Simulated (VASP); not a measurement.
**Re: single point with PBEsol**

Re:

```
Re
1.0
     0.00000    1.85855    2.23026
     1.85855    0.00000    2.23026
     1.85855    1.85855    0.00000
Re
1
Direct
  0.00000 0.00000 0.00000
```

This cell differs from its parent crystal: ratio of the length along z to the lengths across it x 1.2, volume and fractional coordinates fixed.

```json
{"Program": "VASP 6.6.1", "Task": "single point", "Functional": "PBEsol", "Potentials or basis": "VASP PAW PBE potentials, release 64 (Re)", "Cutoff": "520 eV", "k mesh": "22 × 22 × 22", "Occupations": "gaussian, width 0.15 eV", "Spin": "no spin polarisation", "Dipole correction": "no", "Further INCAR settings": "ALGO = Fast; EDIFF = 1e-06; NBANDS = 10"}
```

The pressure is -13.7 GPa.

Stress tensor (GPa, compression positive):
```
  1.02   0.00   0.00
  0.00   1.02   0.00
  0.00   0.00 -43.19
```

Levels at points of the mesh, in eV from the Fermi level:
```csv
k point,band 1,band 2,band 3,band 4,band 5,band 6
"(0.00, 0.00, 0.00)",-9.98,-3.56,-1.08,-0.82,-0.82,2.70
"(0.50, 0.00, 0.00)",-6.68,-3.31,-0.83,0.09,2.87,3.71
"(0.50, 0.50, 0.00)",-6.80,-5.68,0.25,3.78,3.87,3.87
"(0.50, 0.00, 0.50)",-6.60,-5.59,2.41,2.66,3.79,5.66
```

Wall time 78 s on 1 thread of Intel(R) Xeon(R) Platinum 8488C (Sapphire Rapids), on a shared host, peak memory 0.25 GiB.

Caveat: the PAW data sets were made with another functional, which shifts forces and pressure a little; spin-orbit coupling is left out, which moves the levels of the heavy elements.
